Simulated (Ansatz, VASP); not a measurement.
# BN: VASP beside Ansatz

The input POSCAR:

```
BN
1.0
    0.0000000000      1.8075000000      1.8075000000
    1.8075000000      0.0000000000      1.8075000000
    1.8075000000      1.8075000000      0.0000000000
B N
1 1
Direct
    0.0000000000      0.0000000000      0.0000000000
    0.2500000000      0.2500000000      0.2500000000
```

The input INCAR.step1:

```
SYSTEM = BN
PREC     = Accurate       ! precision mode
ENCUT    = 600            ! plane-wave cutoff, eV
ISMEAR   = -1             ! smearing method
SIGMA    = 0.02           ! smearing width, eV
LREAL    = .FALSE.        ! projectors in reciprocal space
LASPH    = .TRUE.         ! aspherical terms in the spheres
NELM     = 100            ! most SCF steps
GGA      = PE             ! functional
ALGO     = Normal         ! electronic algorithm
EDIFF    = 1E-4           ! SCF threshold, eV
LWAVE    = .TRUE.         ! write WAVECAR
LCHARG   = .FALSE.        ! write CHGCAR
```

Contents of INCAR.step2:

```
SYSTEM = BN
PREC     = Accurate       ! precision mode
ENCUT    = 600            ! plane-wave cutoff, eV
EDIFF    = 1E-7           ! SCF threshold, eV
ISMEAR   = -1             ! smearing method
SIGMA    = 0.02           ! smearing width, eV
LREAL    = .FALSE.        ! projectors in reciprocal space
LASPH    = .TRUE.         ! aspherical terms in the spheres
NELM     = 100            ! most SCF steps
ALGO     = Normal         ! electronic algorithm
ISIF     = 3              ! what is computed and relaxed
LWAVE    = .FALSE.        ! write WAVECAR
LCHARG   = .FALSE.        ! write CHGCAR
METAGGA  = R2SCAN         ! meta-GGA
LMIXTAU  = .TRUE.       
IBRION   = 2              ! ionic algorithm
NSW      = 80             ! ionic steps
EDIFFG   = -0.01          ! ionic threshold
ISTART   = 1
```

KPOINTS

```
regular mesh
0
G
  12 12 12
  0 0 0
```

Input for Ansatz:

```yaml
crystal:
  lattice:
    - [0.0, 1.8075, 1.8075]
    - [1.8075, 0.0, 1.8075]
    - [1.8075, 1.8075, 0.0]
  atoms:
    - { symbol: B, position: [0.0, 0.0, 0.0] }
    - { symbol: "N", position: [0.25, 0.25, 0.25] }
  symmetry: { tolerance: 0.0003 }
hamiltonian:
  xc: r2scan
  pseudopotentials: { kind: paw, azcp: { folder: soft_1 } }
basis:
  ecutwfc: 500
magnetization:
  spin_polarized: false
scf:
  occupations: { method: fermi_dirac, width: 0.02 }
kpoints:
  mp_grid: { grid: [12, 12, 12], shift: [0, 0, 0] }
output:
  forces: true
  stress: true
  eigenvalues: true
relax:
  max_steps: 60
  cell: {}
```

Alike in both runs: task relaxation of cell and atoms; functional r2SCAN; k mesh 12 × 12 × 12; occupations fermi-dirac, width 0.02 eV; no spin polarisation.

```csv
,VASP,Ansatz
version,VASP 6.6.1,Ansatz 0.2.0
potentials or method,"VASP PAW PBE potentials, release 64 (B, N), cutoff 600 eV",PAW plane waves
valence electrons in the cell,8,8
```

VASP gave:

```
gap on the k mesh at the Fermi level, each at its own relaxed structure (eV) : 4.98
relaxed volume (Å³/atom)                                                     : 5.90
relaxed cell length with the largest relative difference (Å)                 : 2.555
```

Task: What did Ansatz give for the same quantities?

Result: gap on the k mesh at the Fermi level, each at its own relaxed structure (eV): 4.99; relaxed volume (Å³/atom): 5.88; relaxed cell length with the largest relative difference (Å): 2.552.

VASP's potentials were made for PBE, not for r2SCAN.
